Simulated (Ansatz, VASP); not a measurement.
TiSi2: VASP beside Ansatz

```
Ti Si
1.0
     0.00000    4.13555    4.27917
     2.40381    0.00000    4.27917
     2.40381    4.13555    0.00000
Ti Si
2 4
Direct
  0.50000 0.50000 0.50000
  0.75000 0.75000 0.75000
  0.83684 0.16316 0.83684
  0.16316 0.83684 0.16316
  0.08684 0.41316 0.08684
  0.41316 0.08684 0.41316
```

Alike in both runs: functional PBE; k mesh 10 × 10 × 10; occupations gaussian, width 0.1 eV; no spin polarisation.

Ansatz relaxed the structure, and its values are those at the end. VASP's run is a single point on that final structure, the one shown.

|  | VASP | Ansatz |
| --- | --- | --- |
| version | VASP 6.6.1 | Ansatz 0.2.0 |
| potentials or method | VASP PAW PBE potentials, release 64 (Ti_sv, Si), cutoff 520 eV | scalar-relativistic, plane waves, PAW |
| valence electrons in the cell | 40 | 40 |

|  | VASP | Ansatz | Ansatz less VASP |
| --- | --- | --- | --- |
| gap on the k mesh at the Fermi level (eV) | none | none | - |
| pressure (GPa) | 0.0 | 0.0 | -0.01 |

A gap of «none» marks a metal or a gap that the smearing closes.
